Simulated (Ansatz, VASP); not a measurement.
**One calculation of Ge, two programs**

```
Ge
1.0
     0.00000    2.88369    2.88369
     2.88369    0.00000    2.88369
     2.88369    2.88369    0.00000
Ge
2
Direct
  0.50000 0.50000 0.50000
  0.75000 0.75000 0.75000
```

Alike in both runs: task single point; functional PBE; k mesh 6 × 6 × 6; occupations gaussian, width 0.05 eV; no spin polarisation.

|  | VASP | Ansatz |
| --- | --- | --- |
| version | VASP 6.6.1 | Ansatz 0.2.0 |
| potentials or method | VASP PAW PBE potentials, release 64 (Ge_d), cutoff 520 eV | scalar-relativistic, plane waves, PAW |
| valence electrons in the cell | 28 | 28 |

|  | VASP | Ansatz | Ansatz less VASP |
| --- | --- | --- | --- |
| gap on the k mesh at the Fermi level (eV) | none | none | - |
| pressure (GPa) | -0.1 | -0.1 | +0.05 |

A gap of «none» marks a metal or a gap that the smearing closes.
